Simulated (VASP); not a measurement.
Here is a VASP 6.6.1 calculation.

File POSCAR:

```
MgI2
1.0
    0.0000000000      3.7557205859      3.7557205859
    3.7557205859      0.0000000000      3.7557205859
    3.7557205859      3.7557205859      0.0000000000
Mg I
1 2
Direct
    0.0000000000      0.0000000000      0.0000000000
    0.2500000000      0.2500000000      0.2500000000
    0.7500000000      0.7500000000      0.7500000000
```

INCAR.step1

```
PREC = Accurate
ENCUT = 520
ISMEAR = 0
SIGMA = 0.01
LREAL = False
LASPH = True
NELM = 60
NBANDS = 15
GGA = PE
ALGO = Normal
EDIFF = 1E-4
LWAVE = True
LCHARG = False
```

Contents of INCAR.step2:

```
PREC = Accurate
ENCUT = 520
EDIFF = 1E-7
ISMEAR = 0
SIGMA = 0.01
LREAL = False
LASPH = True
NELM = 60
ALGO = Normal
ISIF = 2
LWAVE = False
LCHARG = False
METAGGA = R2SCAN
LMIXTAU = True
NBANDS = 15
ISTART = 1
```

The input KPOINTS:

```
regular mesh
0
Gamma
  6 6 6
```

Potentials or basis: VASP PAW PBE potentials, release 64 (Mg, I).

Launch:

```console
$ cat potpaw_PBE.64/Mg/POTCAR potpaw_PBE.64/I/POTCAR > POTCAR
$ cp INCAR.step1 INCAR
$ mpirun -np 1 vasp_std > vasp.out
$ cp INCAR.step2 INCAR
$ mpirun -np 1 vasp_std > vasp.out
```

Task: Predict the pressure.

Result: -0.1 GPa.

Task: What does it give for the band gap on the k mesh?

Result: 1.29 eV, indirect (least direct gap 1.51 eV).

Caveat: the PAW data sets were made with another functional, which shifts forces and pressure a little; spin-orbit coupling is left out, which moves the levels of the heavy elements. r2SCAN opens gaps a little over a GGA but as a rule still falls short of measured ones.
